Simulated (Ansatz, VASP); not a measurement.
# Nb: VASP beside Ansatz

```
Nb
1.0
     2.49076    0.00000    0.00000
     0.00000    2.49076    0.00000
     0.00000    0.00000    2.49076
Nb
1
Direct
  0.00000 0.00000 0.00000
```

Change from the starting cell: volume scaled by 0.8, LAPW.

Alike in both runs: task single point; functional PBEsol; k mesh 14 × 14 × 14; occupations fermi-dirac, width 0.1 eV; no spin polarisation.

|  | VASP | Ansatz |
| --- | --- | --- |
| version | VASP 6.6.1 | Ansatz 0.2.0 |
| potentials or method | VASP PAW PBE potentials, release 64 (Nb_sv), cutoff 520 eV | all-electron LAPW, scalar-relativistic |

|  | VASP | Ansatz | Ansatz less VASP |
| --- | --- | --- | --- |
| pressure (GPa) | 48.8 | 48.8 | -0.01 |

VASP's potentials were made for PBE, not for PBEsol. Both programs put the cell under a high pressure, so it lies far from rest at this level. Ansatz ran all-electron here, and VASP with PAW potentials.
